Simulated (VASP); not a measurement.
# LiF (P6_3mc) in VASP: a series of runs, part 2 of 2

VASP 6.6.1.

### 4 Single point, LDA (strain +0.000 along x and y, -0.030 along z)

INCAR

```
ALGO = Normal
EDIFF = 1E-7
ENCUT = 520
ISIF = 2
ISMEAR = 0
LASPH = True
LCHARG = True
LELF = True
LREAL = False
LVHAR = True
LWAVE = False
NBANDS = 18
NELM = 80
PREC = Accurate
SIGMA = 0.05
```

KPOINTS

```
k-points
0
Gamma
  9 9 6
```

POSCAR

```
LiF
1.0
    3.0609398175      0.0000000000      0.0000000000
   -1.5304699087      2.6508516414      0.0000000000
    0.0000000000      0.0000000000      4.6631048329
Li F
2 2
Direct
    0.3333333333      0.6666666667      0.3811542600
    0.6666666667      0.3333333333      0.8811542600
    0.3333333333      0.6666666667      0.9938437400
    0.6666666667      0.3333333333      0.4938437400
```

Potentials or basis: VASP PAW LDA potentials, release 64 (Li_sv, F).

Command:

```
> cat potpaw_LDA.64/Li_sv/POTCAR potpaw_LDA.64/F/POTCAR > POTCAR
> mpirun -np 1 vasp_std > vasp.out
```

OUTCAR:

```text
EDIFF = 1E-7
   ENCUT = 520
   ISIF = 2
   ISMEAR = 0
   LASPH = True
   LREAL = False
   NELM = 80
   PREC = Accurate

 ion  position               nearest neighbor table
   1  0.333  0.667  0.381-   3 1.81   4 1.84   4 1.84   4 1.84
   2  0.667  0.333  0.881-   4 1.81   3 1.84   3 1.84   3 1.84
   3  0.333  0.667  0.994-   1 1.81   2 1.84   2 1.84   2 1.84
   4  0.667  0.333  0.494-   2 1.81   1 1.84   1 1.84   1 1.84

  LATTYP: Found a hexagonal cell.
 ALAT       =     3.0609398175
 C/A-ratio  =     1.5234225796

  Lattice vectors:

 A1 = (   3.0609398175,   0.0000000000,   0.0000000000)
 A2 = (  -1.5304699087,   2.6508516414,   0.0000000000)
 A3 = (   0.0000000000,   0.0000000000,   4.6631048329)

Analysis of symmetry for initial positions (statically):
=====================================================================
 Subroutine PRICEL returns:
 Original cell was already a primitive cell.

 Routine SETGRP: Setting up the symmetry group for a
 hexagonal supercell.

 Subroutine GETGRP returns: Found 12 space group operations
 (whereof  6 operations were pure point group operations)
[... 174 lines left out ...]
 cond. band min:       5.2099524020   @ k =   0.0000   0.0000   0.0000
 fundamental gap:      7.7191484531
 Fermi energy:        -2.2974215056

 k-point     1 :       0.0000    0.0000    0.0000
  band No.  band energies     occupation
      1     -41.7265      2.00000
      2     -41.6610      2.00000
      3     -21.6371      2.00000
      4     -21.3513      2.00000
      5      -4.9304      2.00000
      6      -3.1036      2.00000
[... 481 lines left out ...]
      5      -4.7690      2.00000
      6      -3.8961      2.00000
[... 10 lines left out ...]
     17      16.1235      0.00000
     18      18.7654      0.00000

 [... further k-points ...]

------------------------ aborting loop because EDIFF is reached ----------------------------------------

  FORCE on cell =-STRESS in cart. coord.  units (eV):
  Direction    XX          YY          ZZ          XY          YZ          ZX
  --------------------------------------------------------------------------------------
  -------------------------------------------------------------------------------------
  Total       -0.5379310     -0.5379310      0.0668764     -0.0000000      0.0000000      0.0000000
  in kB      -22.7783248    -22.7783248      2.8318357     -0.0000000      0.0000000      0.0000000
  external PRESSURE =     -14.2416046 kB  Pullay stress =       0.0000000 kB

 VOLUME and BASIS-vectors are now :
 -----------------------------------------------------------------------------
  energy-cutoff  :      520.00
  volume of cell :       37.84
      direct lattice vectors                 reciprocal lattice vectors
     3.060939817  0.000000000  0.000000000     0.326697047  0.188618628  0.000000000
    -1.530469909  2.650851641  0.000000000     0.000000000  0.377237256  0.000000000
     0.000000000  0.000000000  4.663104833     0.000000000  0.000000000  0.214449393

 POSITION                                       TOTAL-FORCE (eV/Angst)
 -----------------------------------------------------------------------------------
     -0.00000      1.76723      1.77736         0.000000     -0.000000      0.135868
      1.53047      0.88362      4.10891         0.000000      0.000000      0.135868
     -0.00000      1.76723      4.63440         0.000000     -0.000000     -0.135868
      1.53047      0.88362      2.30285        -0.000000      0.000000     -0.135868
 -----------------------------------------------------------------------------------
    total drift:                                0.000001      0.000001      0.000656

  FREE ENERGIE OF THE ION-ELECTRON SYSTEM (eV)
  ---------------------------------------------------
  free  energy   TOTEN  =       -20.8025128352 eV

  energy  without entropy=      -20.8025128352  energy(sigma->0) =      -20.80251284
```

stdout:

```text
POSCAR found type information on POSCAR LiF
 POSCAR found :  2 types and       4 ions
 scaLAPACK will be used
 LDA part: xc-table for (Slater(with rela. corr.)+CA(PZ))
 , standard interpolation
 POSCAR, INCAR and KPOINTS ok, starting setup
 FFT: planning ... GRIDC
 FFT: planning ... GRID_SOFT
 FFT: planning ... GRID
 WAVECAR not read
 entering main loop
```

Run time: 23 s. Hardware: 1 thread of AMD EPYC 7R13, shared host; peak memory 0.12 GiB.

What came out:

```yaml
Free_energy: -20.8025 eV
Largest_force: 0.136 eV/Å
Band_gap_on_the_k_mesh: 7.72 eV
```

Forces on the atoms (eV/Å):
```
Li   0.000  0.000  0.136
Li   0.000  0.000  0.136
F    0.000  0.000 -0.136
F    0.000  0.000 -0.136
```

Caveat: the cell differs from its parent crystal (strain +0.000 along x and y, -0.030 along z); the cutoff is under 1.25 times the usual one of these potentials, so pressure, stress and relaxed cells hold a basis-set (Pulay) error; an odd mesh through Γ misses points on the zone boundary, where band edges can lie.

### 5 Single point, LDA (strain -0.015 along x and y, +0.000 along z)

INCAR

```
SYSTEM = LiF
ALGO = Normal ; EDIFF = 1E-6
ENCUT = 520 ; GGA = CA
ISIF = 2 ; ISMEAR = 0
LASPH = .TRUE. ; LCHARG = .FALSE.
LREAL = .FALSE. ; LWAVE = .FALSE.
NBANDS = 18 ; NELM = 100
PREC = Accurate ; SIGMA = 0.05
```

KPOINTS

```
k-points
0
G
  9 9 6
  0 0 0
```

POSCAR

```
LiF
1.0
    3.0150257202      0.0000000000      0.0000000000
   -1.5075128601      2.6110888668      0.0000000000
    0.0000000000      0.0000000000      4.8073245700
Li F
2 2
Direct
    0.3333333333      0.6666666667      0.3811542600
    0.6666666667      0.3333333333      0.8811542600
    0.3333333333      0.6666666667      0.9938437400
    0.6666666667      0.3333333333      0.4938437400
```

Potentials or basis: VASP PAW LDA potentials, release 64 (Li_sv, F).

Command:

```
> cat potpaw_LDA.64/Li_sv/POTCAR potpaw_LDA.64/F/POTCAR > POTCAR
> mpirun -np 1 vasp_std > vasp.out
```

OUTCAR:

```text
SYSTEM = LiF
   EDIFF = 1E-6
   ENCUT = 520
   GGA = CA
   ISIF = 2
   ISMEAR = 0
   LASPH = .TRUE.
   LREAL = .FALSE.
   NELM = 100
   PREC = Accurate

 ion  position               nearest neighbor table
   1  0.333  0.667  0.381-   4 1.82   4 1.82   4 1.82   3 1.86
   2  0.667  0.333  0.881-   3 1.82   3 1.82   3 1.82   4 1.86
   3  0.333  0.667  0.994-   2 1.82   2 1.82   2 1.82   1 1.86
   4  0.667  0.333  0.494-   1 1.82   1 1.82   1 1.82   2 1.86

  LATTYP: Found a hexagonal cell.
 ALAT       =     3.0150257202
 C/A-ratio  =     1.5944555756

  Lattice vectors:

 A1 = (   3.0150257202,   0.0000000000,   0.0000000000)
 A2 = (  -1.5075128601,   2.6110888668,   0.0000000000)
 A3 = (   0.0000000000,   0.0000000000,   4.8073245700)

Analysis of symmetry for initial positions (statically):
=====================================================================
 Subroutine PRICEL returns:
 Original cell was already a primitive cell.

 Routine SETGRP: Setting up the symmetry group for a
 hexagonal supercell.

[... 172 lines left out ...]

 E-fermi :  -2.1857     XC(G=0):  -9.7680

 val. band max:       -2.5603260096   @ k =   0.0000   0.0000   0.0000
 cond. band min:       5.2096323635   @ k =   0.0000   0.0000   0.0000
 fundamental gap:      7.7699583731
 Fermi energy:        -2.1856940508

 k-point     1 :       0.0000    0.0000    0.0000
  band No.  band energies     occupation
      1     -41.7223      2.00000
      2     -41.6657      2.00000
      3     -21.6358      2.00000
      4     -21.3832      2.00000
      5      -4.9287      2.00000
      6      -3.0244      2.00000
[... 481 lines left out ...]
      5      -4.7593      2.00000
      6      -3.8628      2.00000
[... 10 lines left out ...]
     17      16.0271      0.00000
     18      18.8665      0.00000

 [... further k-points ...]

------------------------ aborting loop because EDIFF is reached ----------------------------------------

  FORCE on cell =-STRESS in cart. coord.  units (eV):
  Direction    XX          YY          ZZ          XY          YZ          ZX
  --------------------------------------------------------------------------------------
  -------------------------------------------------------------------------------------
  Total       -0.1587027     -0.1587027     -0.6489710      0.0000000      0.0000000      0.0000000
  in kB       -6.7185992     -6.7185992    -27.4738656      0.0000000      0.0000000      0.0000000
  external PRESSURE =     -13.6370213 kB  Pullay stress =       0.0000000 kB

 VOLUME and BASIS-vectors are now :
 -----------------------------------------------------------------------------
  energy-cutoff  :      520.00
  volume of cell :       37.85
      direct lattice vectors                 reciprocal lattice vectors
     3.015025720  0.000000000  0.000000000     0.331672129  0.191490993  0.000000000
    -1.507512860  2.611088867  0.000000000     0.000000000  0.382981986  0.000000000
     0.000000000  0.000000000  4.807324570     0.000000000  0.000000000  0.208015911

 POSITION                                       TOTAL-FORCE (eV/Angst)
 -----------------------------------------------------------------------------------
     -0.00000      1.74073      1.83233         0.000000      0.000000     -0.064849
      1.50751      0.87036      4.23599        -0.000000      0.000000     -0.064849
     -0.00000      1.74073      4.77773         0.000000      0.000000      0.064849
      1.50751      0.87036      2.37407        -0.000000      0.000000      0.064849
 -----------------------------------------------------------------------------------
    total drift:                                0.000000      0.000000     -0.000404

  FREE ENERGIE OF THE ION-ELECTRON SYSTEM (eV)
  ---------------------------------------------------
  free  energy   TOTEN  =       -20.8040665148 eV

  energy  without entropy=      -20.8040665148  energy(sigma->0) =      -20.80406651
```

OSZICAR:

```text
N       E                     dE             d eps       ncg     rms          rms(c)
DAV:   1     0.118855882693E+03    0.11886E+03   -0.10975E+04  1728   0.121E+03
DAV:   2    -0.120219424893E+02   -0.13088E+03   -0.12815E+03  2022   0.300E+02
DAV:   3    -0.221033983591E+02   -0.10081E+02   -0.10024E+02  3154   0.619E+01
DAV:   4    -0.222099273514E+02   -0.10653E+00   -0.10633E+00  2164   0.784E+00
DAV:   5    -0.222113190906E+02   -0.13917E-02   -0.13915E-02  2268   0.728E-01    0.695E+00
DAV:   6    -0.208325890563E+02    0.13787E+01   -0.35114E+00  1814   0.145E+01    0.219E+00
DAV:   7    -0.208136214013E+02    0.18968E-01   -0.11505E-01  1950   0.241E+00    0.138E+00
DAV:   8    -0.208049032163E+02    0.87182E-02   -0.43597E-02  2350   0.198E+00    0.324E-01
DAV:   9    -0.208038917861E+02    0.10114E-02   -0.53419E-03  2012   0.617E-01    0.848E-02
DAV:  10    -0.208040721702E+02   -0.18038E-03   -0.27795E-04  1882   0.141E-01    0.276E-02
DAV:  11    -0.208040667642E+02    0.54060E-05   -0.17558E-05  2398   0.412E-02    0.655E-03
DAV:  12    -0.208040665148E+02    0.24935E-06   -0.95295E-07  1604   0.982E-03
   1 F= -.20804067E+02 E0= -.20804067E+02  d E =-.241348E-28
```

stdout:

```text
POSCAR found type information on POSCAR LiF
 POSCAR found :  2 types and       4 ions
 scaLAPACK will be used
 LDA part: xc-table for (Slater(with rela. corr.)+CA(PZ))
 , standard interpolation
 POSCAR, INCAR and KPOINTS ok, starting setup
 FFT: planning ... GRIDC
 FFT: planning ... GRID_SOFT
 FFT: planning ... GRID
 WAVECAR not read
 entering main loop
```

Run time: 18 s. Hardware: 1 thread of AMD EPYC 7R13, shared host; peak memory 0.12 GiB.

What came out:

```
Free energy            : -20.8041 eV
Largest force          : 0.065 eV/Å
Band gap on the k mesh : 7.77 eV
```

Forces in eV/Å, atoms in the order of the input:
```
Li   0.000  0.000 -0.065
Li   0.000  0.000 -0.065
F    0.000  0.000  0.065
F    0.000  0.000  0.065
```

Caveat: the cell differs from its parent crystal (strain -0.015 along x and y, +0.000 along z); the cutoff is under 1.25 times the usual one of these potentials, so pressure, stress and relaxed cells hold a basis-set (Pulay) error; an odd mesh through Γ misses points on the zone boundary, where band edges can lie.

### 6 Single point, LDA (strain +0.000 along x and y, -0.015 along z)

INCAR

```
  ALGO = Normal
  EDIFF = 1E-6
  ENCUT = 520
  ISIF = 2
  ISMEAR = 0
  LASPH = True
  LCHARG = False
  LREAL = False
  LWAVE = False
  NBANDS = 18
  NELM = 100
  PREC = Accurate
  SIGMA = 0.05
```

KPOINTS

```
k-points
0
Gamma
  9 9 6
```

POSCAR

```
LiF
1.0
    3.0609398175      0.0000000000      0.0000000000
   -1.5304699087      2.6508516414      0.0000000000
    0.0000000000      0.0000000000      4.7352147014
Li F
2 2
Direct
    0.3333333333      0.6666666667      0.3811542600
    0.6666666667      0.3333333333      0.8811542600
    0.3333333333      0.6666666667      0.9938437400
    0.6666666667      0.3333333333      0.4938437400
```

Potentials or basis: VASP PAW LDA potentials, release 64 (Li_sv, F).

Command:

```
> cat potpaw_LDA.64/Li_sv/POTCAR potpaw_LDA.64/F/POTCAR > POTCAR
> mpirun -np 1 vasp_std > vasp.out
```

Wall time 20 s (1 thread of AMD EPYC 7R13, shared host); peak memory 0.12 GiB.

Results (log left out):

```yaml
Free_energy: -20.8014 eV
Largest_force: 0.055 eV/Å
Band_gap_on_the_k_mesh: 7.65 eV
```

Forces in eV/Å, atoms in the order of the input:
```
Li   0.000  0.000  0.055
Li   0.000  0.000  0.055
F    0.000  0.000 -0.055
F    0.000  0.000 -0.055
```

Levels at points of the mesh, in eV from the valence-band top:
```csv
k point,band 7,band 8,band 9,band 10,band 11,band 12,band 13,band 14
"(0.00, 0.00, 0.00)",-0.54,-0.18,-0.18,0.00,7.65,11.97,15.31,18.23
"(0.00, 0.00, 0.50)",-0.36,-0.36,-0.36,-0.36,9.37,9.37,17.61,17.61
```

Caveat: the cell differs from its parent crystal (strain +0.000 along x and y, -0.015 along z); the cutoff is under 1.25 times the usual one of these potentials, so pressure, stress and relaxed cells hold a basis-set (Pulay) error; an odd mesh through Γ misses points on the zone boundary, where band edges can lie.

### 7 Summary

```tsv
cell	gap on the mesh (eV)	largest force (eV/Å)
a = 3.015, b = 3.015, c = 4.663 Å, angles 90.0, 90.0, 120.0°, 4 atoms	7.91	0.08
a = 2.969, b = 2.969, c = 4.952 Å, angles 90.0, 90.0, 120.0°, 4 atoms	7.82	0.21
a = 3.061, b = 3.061, c = 4.663 Å, angles 90.0, 90.0, 120.0°, 4 atoms	7.72	0.14
a = 3.015, b = 3.015, c = 4.807 Å, angles 90.0, 90.0, 120.0°, 4 atoms	7.77	0.06
a = 3.061, b = 3.061, c = 4.735 Å, angles 90.0, 90.0, 120.0°, 4 atoms	7.65	0.06
```

Alike in all rows: task single point; level LDA; potentials or basis VASP PAW LDA potentials, release 64 (Li_sv, F); no spin polarisation; k mesh 9 × 9 × 6; cutoff (eV) 520; smearing gaussian 0.05 eV.

Caveats: the cutoff is under 1.25 times the usual one of these potentials, so pressure, stress and relaxed cells hold a basis-set (Pulay) error; an odd mesh through Γ misses points on the zone boundary, where band edges can lie.

Total energies depend on the potentials used, so only differences within one code and one set of settings carry meaning.
